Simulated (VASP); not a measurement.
# Rh (Pm-3m) in VASP: notebook, part 2 of 2

VASP 6.6.1. The steps go on from the part before.

## (3) Single point, PBE, collinear spin, ferromagnetic start

Input file INCAR:

```
SYSTEM = Rh
  ALGO = Fast
  EDIFF = 1E-7
  ENCUT = 520
  GGA = PE
  ISIF = 2
  ISMEAR = 0
  ISPIN = 2
  LASPH = .TRUE.
  LCHARG = .FALSE.
  LMAXMIX = 4
  LORBIT = 11
  LREAL = .FALSE.
  LWAVE = .FALSE.
  MAGMOM = 1 1 1
  NBANDS = 34
  NELM = 150
  PREC = Accurate
  SIGMA = 0.1
```

Input file KPOINTS:

```
k-points
0
G
  6 6 6
  0 0 0
```

Input file POSCAR:

```
Rh
1.0
    3.6881927733      0.0000000000      0.0000000000
    0.0000000000      3.6881927733      0.0000000000
    0.0000000000      0.0000000000      3.6881927733
Rh
3
Direct
    0.0000000000      0.5000000000      0.5000000000
    0.5000000000      0.0000000000      0.5000000000
    0.5000000000      0.5000000000      0.0000000000
```

Potentials or basis: VASP PAW PBE potentials, release 64 (Rh_pv).

Run with:

```sh
$ cat potpaw_PBE.64/Rh_pv/POTCAR > POTCAR
$ mpirun -np 1 vasp_std > vasp.out
```

OUTCAR:

```text
SYSTEM = Rh
   EDIFF = 1E-7
   ENCUT = 520
   GGA = PE
   ISIF = 2
   ISMEAR = 0
   ISPIN = 2
   LASPH = .TRUE.
   LORBIT = 11
   LREAL = .FALSE.
   NELM = 150
   PREC = Accurate

 ion  position               nearest neighbor table
   1  0.000  0.500  0.500-   2 2.61   3 2.61   3 2.61   2 2.61   2 2.61   3 2.61   3 2.61   2 2.61

   2  0.500  0.000  0.500-   1 2.61   3 2.61   3 2.61   1 2.61   3 2.61   3 2.61   1 2.61   1 2.61

   3  0.500  0.500  0.000-   1 2.61   2 2.61   1 2.61   2 2.61   2 2.61   2 2.61   1 2.61   1 2.61

  LATTYP: Found a simple cubic cell.
 ALAT       =     3.6881927733

  Lattice vectors:

 A1 = (   3.6881927733,   0.0000000000,   0.0000000000)
 A2 = (   0.0000000000,   3.6881927733,   0.0000000000)
 A3 = (   0.0000000000,   0.0000000000,   3.6881927733)

Analysis of symmetry for initial positions (statically):
=====================================================================
 Subroutine PRICEL returns:
 Original cell was already a primitive cell.

 Routine SETGRP: Setting up the symmetry group for a
 simple cubic supercell.

 Subroutine GETGRP returns: Found 48 space group operations
 (whereof 48 operations were pure point group operations)
 out of a pool of 48 trial point group operations.

The static configuration has the point symmetry O_h .

Analysis of symmetry for dynamics (positions and initial velocities):
=====================================================================
 Subroutine PRICEL returns:
 Original cell was already a primitive cell.

 Routine SETGRP: Setting up the symmetry group for a
 simple cubic supercell.

 Subroutine GETGRP returns: Found 48 space group operations
 (whereof 48 operations were pure point group operations)
 out of a pool of 48 trial point group operations.

The dynamic configuration has the point symmetry O_h .

Analysis of structural, dynamic, and magnetic symmetry:
=====================================================================
[... 153 lines left out ...]
  free energy    TOTEN  =       -19.75912557 eV

  energy without entropy =      -19.73467942  energy(sigma->0) =      -19.74690249

 E-fermi :   8.6133     XC(G=0): -12.5628

 val. band max:        8.6063396817   @ k =   0.3333   0.3333   0.1667
 cond. band min:       8.6308182220   @ k =   0.3333   0.0000   0.0000
 fundamental gap:      0.0244785403
 Fermi energy:         8.6133152594

 spin component 1

 k-point     1 :       0.0000    0.0000    0.0000
  band No.  band energies     occupation
      1     -38.1598      1.00000
      2     -38.1598      1.00000
      3     -38.1598      1.00000
      4     -37.6052      1.00000
      5     -37.6052      1.00000
      6     -37.6052      1.00000
[... 729 lines left out ...]
     33      26.4617      0.00000
     34      27.2862      0.00000
 Fermi energy:         8.6133152594

 spin component 2

 k-point     1 :       0.0000    0.0000    0.0000
  band No.  band energies     occupation
      1     -37.8901      1.00000
      2     -37.8901      1.00000
      3     -37.8901      1.00000
      4     -37.3365      1.00000
      5     -37.3365      1.00000
      6     -37.3365      1.00000
[... 729 lines left out ...]
     33      26.4967      0.00000
     34      27.3107      0.00000

------------------------ aborting loop because EDIFF is reached ----------------------------------------

  FORCE on cell =-STRESS in cart. coord.  units (eV):
  Direction    XX          YY          ZZ          XY          YZ          ZX
  --------------------------------------------------------------------------------------
  -------------------------------------------------------------------------------------
  Total        0.1349729      0.1349729      0.1349729      0.0000000      0.0000000     -0.0000000
  in kB        4.3103861      4.3103861      4.3103861      0.0000000      0.0000000     -0.0000000
  external PRESSURE =       4.3103861 kB  Pullay stress =       0.0000000 kB

 VOLUME and BASIS-vectors are now :
 -----------------------------------------------------------------------------
  energy-cutoff  :      520.00
  volume of cell :       50.17
      direct lattice vectors                 reciprocal lattice vectors
     3.688192773  0.000000000  0.000000000     0.271135502  0.000000000  0.000000000
     0.000000000  3.688192773  0.000000000     0.000000000  0.271135502  0.000000000
     0.000000000  0.000000000  3.688192773     0.000000000  0.000000000  0.271135502

 POSITION                                       TOTAL-FORCE (eV/Angst)
 -----------------------------------------------------------------------------------
      0.00000      1.84410      1.84410         0.000000      0.000000      0.000000
      1.84410      0.00000      1.84410         0.000000      0.000000      0.000000
      1.84410      1.84410      0.00000         0.000000      0.000000      0.000000
 -----------------------------------------------------------------------------------
    total drift:                                0.000000      0.000000      0.000000

  FREE ENERGIE OF THE ION-ELECTRON SYSTEM (eV)
  ---------------------------------------------------
  free  energy   TOTEN  =       -19.7591255666 eV

  energy  without entropy=      -19.7346794229  energy(sigma->0) =      -19.74690249

 total charge

# of ion       s       p       d       tot
------------------------------------------
    1        0.417   6.227   7.121  13.766
    2        0.417   6.227   7.121  13.766
    3        0.417   6.227   7.121  13.766
--------------------------------------------------
tot          1.251  18.682  21.364  41.297

 magnetization (x)

# of ion       s       p       d       tot
------------------------------------------
    1        0.003   0.000   0.338   0.341
    2        0.003   0.000   0.338   0.341
    3        0.003   0.000   0.338   0.341
--------------------------------------------------
tot          0.010   0.001   1.013   1.024
```

OSZICAR:

```text
N       E                     dE             d eps       ncg     rms          rms(c)
DAV:   1     0.546388937592E+03    0.54639E+03   -0.27742E+04  2752   0.149E+03
DAV:   2    -0.570821531029E+01   -0.55210E+03   -0.53253E+03  2830   0.474E+02
DAV:   3    -0.204791462972E+02   -0.14771E+02   -0.14557E+02  3084   0.881E+01
DAV:   4    -0.206003182457E+02   -0.12117E+00   -0.12113E+00  3090   0.795E+00
DAV:   5    -0.206023814053E+02   -0.20632E-02   -0.20631E-02  3082   0.107E+00    0.149E+01
RMM:   6    -0.197691845378E+02    0.83320E+00   -0.23039E+00  2772   0.101E+01    0.580E+00
RMM:   7    -0.197631620874E+02    0.60225E-02   -0.96352E-02  2888   0.209E+00    0.291E+00
RMM:   8    -0.197569075246E+02    0.62546E-02   -0.17293E-02  2966   0.105E+00    0.131E+00
RMM:   9    -0.197585812332E+02   -0.16737E-02   -0.30593E-03  3007   0.453E-01    0.267E-01
RMM:  10    -0.197589738153E+02   -0.39258E-03   -0.57815E-04  3163   0.189E-01    0.115E-01
RMM:  11    -0.197591009846E+02   -0.12717E-03   -0.13150E-04  3047   0.854E-02    0.751E-02
RMM:  12    -0.197591213729E+02   -0.20388E-04   -0.69913E-05  3055   0.586E-02    0.161E-02
RMM:  13    -0.197591246138E+02   -0.32409E-05   -0.10433E-05  3149   0.250E-02    0.797E-03
RMM:  14    -0.197591254872E+02   -0.87339E-06   -0.28186E-06  3324   0.113E-02    0.418E-03
RMM:  15    -0.197591256290E+02   -0.14178E-06   -0.78150E-07  2947   0.615E-03    0.175E-03
RMM:  16    -0.197591255666E+02    0.62428E-07   -0.16870E-07  2135   0.263E-03
   1 F= -.19759126E+02 E0= -.19746902E+02  d E =-.244461E-01  mag=     1.0315
```

stdout:

```text
POSCAR found type information on POSCAR Rh
 POSCAR found :  1 types and       3 ions
 scaLAPACK will be used
 LDA part: xc-table for (Slater+PW92), standard interpolation
 POSCAR, INCAR and KPOINTS ok, starting setup
 FFT: planning ... GRIDC
 FFT: planning ... GRID_SOFT
 FFT: planning ... GRID
 WAVECAR not read
 entering main loop
```

It took 68 s on 1 thread of Intel Xeon 6975P-C, shared host; peak memory 0.19 GiB.

What came out:

| Quantity | Value |
| --- | --- |
| Free energy | -19.7591 eV |
| Pressure | 0.4 GPa |
| Band gap on the k mesh | zero (filled and empty bands overlap) |
| Net moment | 1.03 μB per cell |
| Site moments | Rh +0.34 μB |
| Valence electrons inside the program's atomic spheres | Rh 13.77 |

## (4) Single point, PBE, collinear spin, ferromagnetic start

Input file INCAR:

```
SYSTEM = Rh
ALGO = Normal
EDIFF = 1E-7
ENCUT = 520
GGA = PE
ISIF = 2
ISMEAR = 0
ISPIN = 2
LASPH = .TRUE.
LCHARG = .FALSE.
LMAXMIX = 4
LORBIT = 11
LREAL = .FALSE.
LWAVE = .FALSE.
MAGMOM = 0.36 0.36 0.36
NBANDS = 34
NELM = 150
PREC = Accurate
SIGMA = 0.1
```

Input file KPOINTS:

```
k-points
0
G
  12 12 12
  0 0 0
```

POSCAR is that of step 3.

Run with:

```sh
$ cat potpaw_PBE.64/Rh_pv/POTCAR > POTCAR
$ mpirun -np 1 vasp_std > vasp.out
```

Run time: 4.4 min. Hardware: 1 thread of Intel Xeon 6975P-C, shared host; peak memory 0.3 GiB.

It converged, with:

```
Free energy                                           : -19.7591 eV
Pressure                                              : 0.1 GPa
Net moment                                            : 0.42 μB per cell
Site moments                                          : Rh +0.14 μB
Valence electrons inside the program's atomic spheres : Rh 13.77
```

Levels at points of the mesh, in eV from the Fermi level:
Spin up:
```csv
k point,band 21,band 22,band 23,band 24,band 25,band 26
"(0.00, 0.00, 0.00)",0.25,1.47,1.81,1.81,1.81,5.29
"(0.50, 0.00, 0.00)",-0.80,-0.65,-0.65,-0.38,0.40,1.82
"(0.50, 0.50, 0.00)",-1.40,-1.25,-0.59,0.01,0.96,2.97
"(0.50, 0.50, 0.50)",-0.10,1.33,1.40,1.40,1.40,2.96
```
Spin down:
```tsv
k point	band 20	band 21	band 22	band 23	band 24	band 25
(0.00, 0.00, 0.00)	0.38	0.38	1.55	1.90	1.90	1.90
(0.50, 0.00, 0.00)	-1.10	-0.74	-0.52	-0.52	-0.29	0.52
(0.50, 0.50, 0.00)	-1.29	-1.29	-1.18	-0.52	0.18	1.03
(0.50, 0.50, 0.50)	0.07	0.07	1.34	1.49	1.49	1.49
```

## (5) Summary

| task | spin | cell | k mesh | cutoff (eV) | gap on the mesh (eV) | pressure (GPa) | moment (μB) |
| --- | --- | --- | --- | --- | --- | --- | --- |
| relaxation of cell and atoms | off | relaxed | 6 × 6 × 6 | 600 | none | 0.0 | - |
| single point | collinear, ferromagnetic start | as given | 6 × 6 × 6 | 520 | none | 0.4 | 1.03 |
| single point | collinear, ferromagnetic start | as given | 12 × 12 × 12 | 520 | none | 0.1 | 0.42 |

Alike in all rows: level PBE; potentials or basis VASP PAW PBE potentials, release 64 (Rh_pv); smearing gaussian 0.1 eV.

Caveats: the relaxation stopped at its first step, so nothing moved (some runs).

Absolute energies hang on the potentials; compare differences alone.
